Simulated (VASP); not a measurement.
Set up this calculation in VASP 6.6.1, as the native input.

```yaml
Task: relaxation of cell and atoms
Functional: PBE
Dispersion: D3(BJ)
Potentials_or_basis: VASP PAW PBE potentials, release 64 (Co)
Cutoff: 600 eV
k_mesh: 12 × 12 × 7
Occupations: fermi-dirac, width 0.1 eV
Spin: collinear spin, ferromagnetic start
Starting_moments: "[2.5, 2.5] μB"
Dipole_correction: no
Further_INCAR_settings: ALGO = Normal; EDIFF = 1e-07; IBRION = 2; EDIFFG = -0.01; NSW = 80; ISIF = 3
```

The structure of Co lies in POSCAR:

```
Co
1.0
    2.5074000000      0.0000000000      0.0000000000
   -1.2537000000      2.1714700000      0.0000000000
    0.0000000000      0.0000000000      4.0699000000
Co
2
Direct
    0.3333333333      0.6666666667      0.2500000000
    0.6666666667      0.3333333333      0.7500000000
```

One way to write it, as run:

INCAR

```
SYSTEM = Co
ALGO = Normal ; EDIFF = 1E-7
EDIFFG = -0.01 ; ENCUT = 600
GGA = PE ; IBRION = 2
ISIF = 3 ; ISMEAR = -1
ISPIN = 2 ; IVDW = 12
LASPH = .TRUE. ; LCHARG = .FALSE.
LMAXMIX = 4 ; LORBIT = 11
LREAL = .FALSE. ; LWAVE = .FALSE.
MAGMOM = 2.5 2.5 ; NELM = 150
NSW = 80 ; PREC = Accurate
SIGMA = 0.1
```

KPOINTS

```
k-points
0
G
  12 12 7
  0 0 0
```

Potentials or basis: VASP PAW PBE potentials, release 64 (Co).

Command:

```bash
$ cat potpaw_PBE.64/Co/POTCAR > POTCAR
$ mpirun -np 1 vasp_std > vasp.out
```

It gave:

- Relaxed volume: 10.51 Å³/atom
- Relaxed cell: a = 2.467 Å, b = 2.467 Å, c = 3.985 Å, α = 90.00°, β = 90.00°, γ = 120.00°
- Space group after relaxing (to 0.1 Å): P6_3/mmc (No. 194)
- Energy gained by relaxing: 19.9 meV/atom
- Ionic steps: 8
- Pressure after relaxing: 0.0 GPa
- Net moment: 3.15 μB per cell
- Site moments: Co +1.59 μB
- Valence electrons inside the program's atomic spheres: Co 8.34
- Dispersion energy per atom: -0.431 eV

It took 2.3 min on 1 thread of Intel(R) Xeon(R) 6975P-C (Granite Rapids) (shared host), peak memory 0.2 GiB.
